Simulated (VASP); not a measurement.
Set up this calculation in VASP 6.6.1, as the native input.

| Item | Value |
| --- | --- |
| Task | single point |
| Functional | LDA |
| Potentials or basis | VASP PAW LDA potentials, release 64 (Nb_sv, Rh_pv) |
| Cutoff | 520 eV |
| k mesh | 14 × 14 × 12 |
| Occupations | fermi-dirac, width 0.15 eV |
| Spin | no spin polarisation |
| Dipole correction | no |
| Further INCAR settings | ALGO = Fast; EDIFF = 1e-06; NBANDS = 21 |

The structure of NbRh lies in POSCAR:

```
NbRh
1.0
    2.8086316043      0.0000000000      0.0000000000
    0.0000000000      2.8086316043      0.0000000000
    0.0000000000      0.0000000000      3.8123637045
Nb Rh
1 1
Direct
    0.0000000000      0.0000000000      0.0000000000
    0.5000000000      0.5000000000      0.5000000000
```

The input as run:

INCAR

```
PREC = Accurate
ENCUT = 520
EDIFF = 1E-6
ISMEAR = -1
SIGMA = 0.15
LREAL = F
LASPH = T
NELM = 100
ALGO = Fast
ISIF = 2
LWAVE = F
LCHARG = T
LELF = T
LVHAR = T
NBANDS = 21
```

KPOINTS

```
regular mesh
0
Gamma
  14 14 12
```

Potentials or basis: VASP PAW LDA potentials, release 64 (Nb_sv, Rh_pv).

Launch:

```sh
$ cat potpaw_LDA.64/Nb_sv/POTCAR potpaw_LDA.64/Rh_pv/POTCAR > POTCAR
$ mpirun -np 1 vasp_std > vasp.out
```

It gave:

```yaml
Pressure: 0.3 GPa
Band_gap_on_the_k_mesh: zero (bands 14 and 15 overlap by 5.00 eV)
```

It took 2.7 min on 1 thread of Intel(R) Xeon(R) Platinum 8175M CPU @ 2.50GHz (Skylake/Cascade Lake), on a shared host, peak memory 0.26 GiB.
